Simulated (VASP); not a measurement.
Here is a VASP 6.6.1 calculation.

Contents of INCAR:

```
SYSTEM = Cd3Pd
  PREC = Accurate
  ENCUT = 520
  EDIFF = 1E-7
  ISMEAR = 1
  SIGMA = 0.1
  LREAL = .False.
  LASPH = .True.
  NELM = 60
  ALGO = Normal
  ISIF = 2
  LWAVE = .False.
  LCHARG = .True.
  GGA = CA
  LELF = .True.
  LVHAR = .True.
  NBANDS = 31
```

The input KPOINTS:

```
Automatic mesh
0
Gamma
  8 8 8
  0 0 0
```

POSCAR

```
Cd3Pd
1.0
    4.2505638102      0.0000000000      0.0000000000
    0.0000000000      4.2505638102      0.0000000000
    0.0000000000      0.0000000000      4.1255553573
Cd Pd
3 1
Direct
    0.0000000000      0.5000000000      0.5000000000
    0.5000000000      0.0000000000      0.5000000000
    0.5000000000      0.5000000000      0.0000000000
    0.0000000000      0.0000000000      0.0000000000
```

Potentials or basis: VASP PAW LDA potentials, release 64 (Cd, Pd).

Launch:

```sh
$ cat potpaw_LDA.64/Cd/POTCAR potpaw_LDA.64/Pd/POTCAR > POTCAR
$ mpirun -np 1 vasp_std > vasp.out
```

What does it give for the band gap on the k mesh?

Zero (band 23 reaches 7.64 eV, above the bottom of band 24 at 2.77 eV).

Predict the pressure.

-6.4 GPa.

Stress tensor (GPa, compression positive):
```
-6.66  0.00  0.00
 0.00 -6.66  0.00
 0.00  0.00 -5.83
```
